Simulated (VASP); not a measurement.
# GeMo (CsCl type) (Pm-3m) in VASP: a series of runs

The runs below take GeMo (CsCl type) through single point, with r2SCAN.

Everything below comes from runs of VASP 6.6.1. Logs are shortened: lines on timing, memory, paths and dates and some standing lists are left out, and cuts for length are marked.

## Step 1: The cell of the first run

It takes space group Pm-3m (No. 221, cubic). Conventional cell: a = 2.620 Å, b = 2.620 Å, c = 2.620 Å, α = 90.00°, β = 90.00°, γ = 90.00°. Within 3.0 Å of Mo (site symmetry m-3m) lie 8 Ge at 2.27 Å and 6 Mo at 2.62 Å. Ge (site symmetry m-3m) has 8 Mo at 2.27 Å and 6 Ge at 2.62 Å within 3.0 Å.

## Step 2: Single point, r2SCAN (volume scaled by 0.6)

File POSCAR:

```
GeMo
1.0
    2.6198102412      0.0000000000      0.0000000000
    0.0000000000      2.6198102412      0.0000000000
    0.0000000000      0.0000000000      2.6198102412
Mo Ge
1 1
Direct
    0.0000000000      0.0000000000      0.0000000000
    0.5000000000      0.5000000000      0.5000000000
```

File INCAR.step1:

```
SYSTEM = GeMo
PREC = Accurate ; ENCUT = 520
ISMEAR = -1 ; SIGMA = 0.05
LREAL = .False. ; LASPH = .True.
NELM = 80 ; NBANDS = 21
GGA = PE ; ALGO = Normal
EDIFF = 1E-4 ; LWAVE = .True.
LCHARG = .False.
```

File INCAR.step2:

```
SYSTEM = GeMo
PREC = Accurate ; ENCUT = 520
EDIFF = 1E-7 ; ISMEAR = -1
SIGMA = 0.05 ; LREAL = .False.
LASPH = .True. ; NELM = 80
ALGO = Normal ; ISIF = 2
LWAVE = .False. ; LCHARG = .False.
METAGGA = R2SCAN ; LMIXTAU = .True.
NBANDS = 21 ; ISTART = 1
```

File KPOINTS:

```
regular mesh
0
Gamma
  14 14 14
  0 0 0
```

Potentials or basis: VASP PAW PBE potentials, release 64 (Mo_sv, Ge_d).

Launch:

```bash
$ cat potpaw_PBE.64/Mo_sv/POTCAR potpaw_PBE.64/Ge_d/POTCAR > POTCAR
$ cp INCAR.step1 INCAR
$ mpirun -np 1 vasp_std > vasp.out
$ cp INCAR.step2 INCAR
$ mpirun -np 1 vasp_std > vasp.out
```

OUTCAR:

```text
SYSTEM = GeMo
   PREC = Accurate
   ENCUT = 520
   EDIFF = 1E-7
   ISMEAR = -1
   LREAL = .False.
   LASPH = .True.
   NELM = 80
   ISIF = 2
   METAGGA = R2SCAN
   ISTART = 1

 ion  position               nearest neighbor table
   1  0.000  0.000  0.000-   2 2.27   2 2.27   2 2.27   2 2.27   2 2.27   2 2.27   2 2.27   2 2.27

   2  0.500  0.500  0.500-   1 2.27   1 2.27   1 2.27   1 2.27   1 2.27   1 2.27   1 2.27   1 2.27

  LATTYP: Found a simple cubic cell.
 ALAT       =     2.6198102412

  Lattice vectors:

 A1 = (   2.6198102412,   0.0000000000,   0.0000000000)
 A2 = (   0.0000000000,   2.6198102412,   0.0000000000)
 A3 = (   0.0000000000,   0.0000000000,   2.6198102412)

Analysis of symmetry for initial positions (statically):
=====================================================================
 Subroutine PRICEL returns:
 Original cell was already a primitive cell.

 Routine SETGRP: Setting up the symmetry group for a
 simple cubic supercell.

 Subroutine GETGRP returns: Found 48 space group operations
[... 9 lines left out ...]

 Routine SETGRP: Setting up the symmetry group for a
 simple cubic supercell.

 Subroutine GETGRP returns: Found 48 space group operations
[... 11 lines left out ...]
                                     Primitive cell

  volume of cell :      17.9808

  direct lattice vectors                    reciprocal lattice vectors
     2.619810241  0.000000000  0.000000000     0.381707035  0.000000000  0.000000000
     0.000000000  2.619810241  0.000000000     0.000000000  0.381707035  0.000000000
     0.000000000  0.000000000  2.619810241     0.000000000  0.000000000  0.381707035

  length of vectors
     2.619810241  2.619810241  2.619810241     0.381707035  0.381707035  0.381707035

  position of ions in fractional coordinates (direct lattice)
     0.000000000  0.000000000  0.000000000
     0.500000000  0.500000000  0.500000000

  ion indices of the primitive-cell ions
   primitive index   ion index
                 1           1
                 2           2

----------------------------------------------------------------------------------------

 KPOINTS: regular mesh

Automatic generation of k-mesh.
 Grid dimensions read from file:
 generate k-points for:   14   14   14

 Generating k-lattice:

  Cartesian coordinates                     Fractional coordinates (reciprocal lattice)
     0.027264788  0.000000000  0.000000000     0.071428571  0.000000000  0.000000000
     0.000000000  0.027264788  0.000000000     0.000000000  0.071428571  0.000000000
     0.000000000  0.000000000  0.027264788     0.000000000  0.000000000  0.071428571

  Length of vectors
     0.027264788  0.027264788  0.027264788

  Shift w.r.t. Gamma in fractional coordinates (k-lattice)
     0.000000000  0.000000000  0.000000000

 Subroutine IBZKPT returns following result:
 ===========================================

 Found    120 irreducible k-points:

 Following reciprocal coordinates:
            Coordinates               Weight
  0.000000  0.000000  0.000000      1.000000
  0.071429  0.000000  0.000000      6.000000
  0.142857  0.000000  0.000000      6.000000
  0.214286  0.000000  0.000000      6.000000
  0.285714  0.000000  0.000000      6.000000
  0.357143  0.000000  0.000000      6.000000
[... 16 lines left out ...]
  0.285714  0.214286  0.000000     24.000000
  0.357143  0.214286  0.000000     24.000000
 [... further k-points ...]
   k-points           NKPTS =    120   k-points in BZ     NKDIM =    120   number of bands    NBANDS=     21
   number of dos      NEDOS =    301   number of ions     NIONS =      2
   total plane-waves  NPLWV =   8000
   dimension x,y,z NGX =    20 NGY =   20 NGZ =   20
   dimension x,y,z NGXF=    40 NGYF=   40 NGZF=   40
   ions per type =               1   1
   NGX,Y,Z   is equivalent  to a cutoff of  12.69, 12.69, 12.69 a.u.
   NGXF,Y,Z  is equivalent  to a cutoff of  25.38, 25.38, 25.38 a.u.
 SYSTEM =  GeMo
   PREC   = accura    normal or accurate (medium, high low for compatibility)
   ISTART =      1    job   : 0-new  1-cont  2-samecut
   ICHARG =      0    charge: 1-file 2-atom 10-const
   ISPIN  =      1    spin polarized calculation?
   LNONCOLLINEAR =      F non collinear calculations
   LSORBIT =      F    spin-orbit coupling
   LASPH  =      T    aspherical Exc in radial PAW
   ENCUT  =  520.0 eV  38.22 Ry    6.18 a.u.   4.87  4.87  4.87*2*pi/ulx,y,z
   NELM   =     80;   NELMIN=  2; NELMDL=  0     # of ELM steps
   EDIFF  = 0.1E-06   stopping-criterion for ELM
   LREAL  =      F    real-space projection
   EDIFFG = 0.1E-05   stopping-criterion for IOM
   NSW    =      0    number of steps for IOM
   IBRION =     -1    ionic relax: 0-MD 1-quasi-New 2-CG
   NFREE  =      0    steps in history (QN), initial steepest desc. (CG)
   ISIF   =      2    stress and relaxation
   ISYM   =      2    0-nonsym 1-usesym 2-fastsym
   POTIM  = 0.5000    time-step for ionic-motion
   TEBEG  =    0.0;   TEEND  =   0.0 temperature during run
   PSTRESS=    0.0 pullay stress
   NELECT =      28.0000    total number of electrons
   NUPDOWN=      -1.0000    fix difference up-down
   EMIN   =  10.00;   EMAX   =-10.00  energy-range for DOS
   EFERMI =   0.00;   METHOD = LEGACY
   ISMEAR =    -1;   SIGMA  =   0.05  broadening in eV -4-tet -1-fermi 0-gaus
   EFERMI_NEDOS =   21; number of points for ismear=-14 and -15
   IALGO  =     38    algorithm
   IMIX   =      4    mixing-type and parameters
     AMIX     =   0.40;   BMIX     =  1.00
     AMIX_MAG =   1.60;   BMIX_MAG =  1.00
  volume/ion in A,a.u.               =       8.99        60.67
  Fermi-wavevector in a.u.,A,eV,Ry     =   1.897540  3.585831 48.989942  3.600659
  Thomas-Fermi vector in A             =   2.937307
   LORBIT       =      0    0 simple, 1 ext, 2 COOP (PROOUT), +10 PAW based schemes
   METAGGA = R2SCAN    functional components
   LHFCALC =     F    Hartree Fock is set to
   AEXX    =    0.0000 exact exchange contribution
   IVDW    =     0    specifies the selected vdW correction
   LEPSILON=     F    determine dielectric tensor
   LRPA    =     F    only Hartree local field effects (RPA)
 non-spin polarized calculation
  energy-cutoff  :      520.00
  volume of cell :       17.98
 maximum number of plane-waves:       500
 NGX is ok and might be reduce to    20
   NGX =  9   NGY =  9   NGZ =  9

 number of electron      28.0000027 magnetization

 Free energy of the ion-electron system (eV)
  ---------------------------------------------------
  ext. energy  EPLUGINS =         0.00000000
  ---------------------------------------------------
  free energy    TOTEN  =       -31.95095747 eV

  energy without entropy =      -31.93846567  energy(sigma->0) =      -31.94471157

 E-fermi :  20.2176     XC(G=0): -17.9997

 val. band max:       20.2089880514   @ k =   0.5000   0.5000   0.0714
 cond. band min:      20.2385654618   @ k =   0.3571   0.2857   0.0000
 fundamental gap:      0.0295774104
 Fermi energy:        20.2176078943

 k-point     1 :       0.0000    0.0000    0.0000
  band No.  band energies     occupation
      1     -42.4006      2.00000
      2     -15.3177      2.00000
      3     -15.3177      2.00000
      4     -15.3177      2.00000
      5      -6.4188      2.00000
      6      -6.4188      2.00000
[... 13 lines left out ...]
     20      36.5546      0.00000
     21      39.2653      0.00000

 k-point     2 :       0.0714    0.0000    0.0000
  band No.  band energies     occupation
      1     -42.3878      2.00000
      2     -15.4354      2.00000
      3     -15.3117      2.00000
      4     -15.3117      2.00000
      5      -6.4150      2.00000
      6      -6.3938      2.00000
[... 13 lines left out ...]
     20      36.8649      0.00000
     21      39.5345      0.00000

 k-point     3 :       0.1429    0.0000    0.0000
  band No.  band energies     occupation
      1     -42.3516      2.00000
      2     -15.7557      2.00000
      3     -15.2947      2.00000
      4     -15.2947      2.00000
      5      -6.4043      2.00000
      6      -6.3247      2.00000
[... 13 lines left out ...]
     20      37.3843      0.00000
     21      40.2638      0.00000

 k-point     4 :       0.2143    0.0000    0.0000
  band No.  band energies     occupation
      1     -42.2988      2.00000
      2     -16.1965      2.00000
      3     -15.2703      2.00000
      4     -15.2703      2.00000
      5      -6.3888      2.00000
      6      -6.2272      2.00000
[... 13 lines left out ...]
     20      37.6392      0.00000
     21      41.0928      0.00000

 k-point     5 :       0.2857    0.0000    0.0000
  band No.  band energies     occupation
      1     -42.2395      2.00000
      2     -16.6598      2.00000
      3     -15.2431      2.00000
      4     -15.2431      2.00000
      5      -6.3716      2.00000
      6      -6.1213      2.00000
[... 13 lines left out ...]
     20      37.5423      0.00000
     21      41.1133      0.00000

 k-point     6 :       0.3571    0.0000    0.0000
  band No.  band energies     occupation
      1     -42.1854      2.00000
      2     -17.0572      2.00000
      3     -15.2186      2.00000
      4     -15.2186      2.00000
      5      -6.3561      2.00000
      6      -6.0274      2.00000
[... 13 lines left out ...]
     20      36.9686      0.00000
     21      39.8999      0.00000

 k-point     7 :       0.4286    0.0000    0.0000
  band No.  band energies     occupation
      1     -42.1476      2.00000
      2     -17.3224      2.00000
      3     -15.2016      2.00000
      4     -15.2016      2.00000
      5      -6.3454      2.00000
      6      -6.0101      2.00000
[... 13 lines left out ...]
     20      35.8674      0.00000
     21      38.1810      0.00000
[... 291 lines left out ...]
      1     -42.1039      2.00000
      2     -17.2387      2.00000
      3     -15.5575      2.00000
      4     -15.1513      2.00000
      5      -6.3040      2.00000
      6      -6.0517      2.00000
[... 13 lines left out ...]
     20      35.7874      0.00000
     21      38.1327      0.00000

 k-point    21 :       0.5000    0.1429    0.0000
  band No.  band energies     occupation
      1     -42.0907      2.00000
      2     -17.3289      2.00000
      3     -15.5476      2.00000
      4     -15.1437      2.00000
      5      -6.3013      2.00000
      6      -6.0435      2.00000
[... 13 lines left out ...]
     20      34.7600      0.00000
     21      37.5240      0.00000

 k-point    22 :       0.2143    0.2143    0.0000
  band No.  band energies     occupation
      1     -42.2015      2.00000
      2     -16.1709      2.00000
      3     -16.0003      2.00000
      4     -15.1999      2.00000
      5      -6.3037      2.00000
      6      -6.1401      2.00000
[... 13 lines left out ...]
     20      37.1756      0.00000
     21      42.0266      0.00000

 k-point    23 :       0.2857    0.2143    0.0000
  band No.  band energies     occupation
      1     -42.1448      2.00000
      2     -16.5339      2.00000
      3     -16.0082      2.00000
      4     -15.1593      2.00000
      5      -6.2853      2.00000
      6      -6.1076      2.00000
[... 13 lines left out ...]
     20      37.9014      0.00000
     21      40.6999      0.00000

 k-point    24 :       0.3571    0.2143    0.0000
  band No.  band energies     occupation
      1     -42.0931      2.00000
      2     -16.9001      2.00000
      3     -15.9591      2.00000
      4     -15.1225      2.00000
      5      -6.2751      2.00000
      6      -6.1055      2.00000
[... 13 lines left out ...]
     20      36.9559      0.00000
     21      40.0680      0.00000

 [... further k-points ...]
[... 5 lines left out ...]
  --------------------------------------------------------------------------------------
  -------------------------------------------------------------------------------------
  Total       35.8436540     35.8436540     35.8436540      0.0000000     -0.0000000      0.0000000
  in kB     3193.8414481   3193.8414481   3193.8414481      0.0000000     -0.0000000      0.0000000
  external PRESSURE =    3193.8414481 kB  Pullay stress =       0.0000000 kB

 VOLUME and BASIS-vectors are now :
 -----------------------------------------------------------------------------
  energy-cutoff  :      520.00
  volume of cell :       17.98
      direct lattice vectors                 reciprocal lattice vectors
     2.619810241  0.000000000  0.000000000     0.381707035  0.000000000  0.000000000
     0.000000000  2.619810241  0.000000000     0.000000000  0.381707035  0.000000000
     0.000000000  0.000000000  2.619810241     0.000000000  0.000000000  0.381707035

 POSITION                                       TOTAL-FORCE (eV/Angst)
 -----------------------------------------------------------------------------------
      0.00000      0.00000      0.00000         0.000000      0.000000      0.000000
      1.30991      1.30991      1.30991         0.000000      0.000000      0.000000
 -----------------------------------------------------------------------------------
    total drift:                               -0.000000      0.000000     -0.000000

  FREE ENERGIE OF THE ION-ELECTRON SYSTEM (eV)
  ---------------------------------------------------
  free  energy   TOTEN  =       -31.9509574653 eV

  energy  without entropy=      -31.9384656729  energy(sigma->0) =      -31.94471157
```

It took 53 s on 1 thread of Intel Xeon 6975P-C (Granite Rapids), shared host; peak memory 0.16 GiB.

Results:

```
Free energy            : -31.9510 eV
Pressure               : 319.4 GPa
Band gap on the k mesh : zero (band 14 reaches 26.31 eV, above the bottom of band 15 at 18.26 eV)
```

Caveat: the PAW data sets were made with another functional, which shifts forces and pressure a little.

## Step 3: Single point, r2SCAN (volume scaled by 0.6)

POSCAR is that of step 2.

File INCAR.step1:

```
ALGO     = Normal         # electronic algorithm
EDIFF    = 1E-4           # SCF threshold, eV
ENCUT    = 520            # plane-wave cutoff, eV
GGA      = PE             # functional
ISMEAR   = -1             # smearing method
LASPH    = True           # aspherical terms in the spheres
LCHARG   = False          # write CHGCAR
LREAL    = False          # projectors in reciprocal space
LWAVE    = True           # write WAVECAR
NBANDS   = 21             # bands
NELM     = 80             # most SCF steps
PREC     = Accurate       # precision mode
SIGMA    = 0.05           # smearing width, eV
```

File INCAR.step2:

```
ALGO     = Normal         # electronic algorithm
EDIFF    = 1E-7           # SCF threshold, eV
ENCUT    = 520            # plane-wave cutoff, eV
ISIF     = 2              # what is computed and relaxed
ISMEAR   = -1             # smearing method
ISTART   = 1            
LASPH    = True           # aspherical terms in the spheres
LCHARG   = False          # write CHGCAR
LMIXTAU  = True         
LREAL    = False          # projectors in reciprocal space
LWAVE    = False          # write WAVECAR
METAGGA  = R2SCAN         # meta-GGA
NBANDS   = 21             # bands
NELM     = 80             # most SCF steps
PREC     = Accurate       # precision mode
SIGMA    = 0.05           # smearing width, eV
```

File KPOINTS:

```
k-points
0
Gamma
  14 14 14
```

Potentials or basis: VASP PAW PBE potentials, release 64 (Mo_sv, Ge_d).

Launch:

```bash
$ cat potpaw_PBE.64/Mo_sv/POTCAR potpaw_PBE.64/Ge_d/POTCAR > POTCAR
$ cp INCAR.step1 INCAR
$ mpirun -np 1 vasp_std > vasp.out
$ cp INCAR.step2 INCAR
$ mpirun -np 1 vasp_std > vasp.out
```

Run time: 51 s. Hardware: 1 thread of Intel Xeon 6975P-C (Granite Rapids), shared host; peak memory 0.16 GiB.

Results (log left out):

```yaml
Free_energy: -31.9510 eV
Pressure: 319.4 GPa
Band_gap_on_the_k_mesh: zero (band 14 reaches 26.31 eV, above the bottom of band 15 at 18.26 eV)
```

Levels at points of the mesh, in eV from the Fermi level:
```
           k point  band 10  band 11  band 12  band 13  band 14  band 15  band 16  band 17  band 18  band 19
(0.00, 0.00, 0.00)   -16.79    -6.57    -6.57     2.44     2.44     2.44     4.75     4.75     4.75    16.34
(0.50, 0.00, 0.00)   -10.53   -10.45    -5.46    -3.67    -3.67     2.68     6.32     6.96    14.97    15.35
(0.50, 0.50, 0.00)   -13.39    -4.56    -4.09    -4.09    -0.92    -0.92     5.74     8.30     9.63    12.80
(0.50, 0.50, 0.50)   -10.56   -10.56   -10.56    -4.03     6.09     6.09     8.29     8.29     8.29    14.08
```

Caveat: the PAW data sets were made with another functional, which shifts forces and pressure a little.

(Continued in part 2 of 2.)
